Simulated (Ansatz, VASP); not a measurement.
Ir in VASP and in Ansatz

```
Ir
1.0
     2.76960    0.00000    0.00000
    -1.38480    2.39854    0.00000
     0.00000    0.00000    4.49184
Ir
2
Cartesian
  0.0000 1.5990 1.1230
  1.3848 0.7995 3.3689
```

Alike in both runs: task single point; functional PBEsol; k mesh 11 × 11 × 6; occupations fermi-dirac, width 0.05 eV; no spin polarisation.

|  | VASP | Ansatz |
| --- | --- | --- |
| version | VASP 6.6.1 | Ansatz 0.2.0 |
| potentials or method | VASP PAW PBE potentials, release 64 (Ir) | Ansatz PAW |
| plane-wave cutoff (eV) | 520 | 420 |
| valence electrons in the cell | 18 | 34 |

```tsv
	VASP	Ansatz	Ansatz less VASP
gap on the k mesh at the Fermi level (eV)	none	none	-
pressure (GPa)	-17.7	-18.3	-0.60
traceless stress, the component that is largest in VASP (GPa)	-0.42	-0.46	-0.034
```

VASP's potentials were made for PBE, not for PBEsol. A gap of «none» marks a metal or a gap that the smearing closes. VASP's potentials hold 18 valence electrons a cell and Ansatz's 34, so a difference there can come from the potentials and not from the codes.

Neither program's run includes spin-orbit coupling.
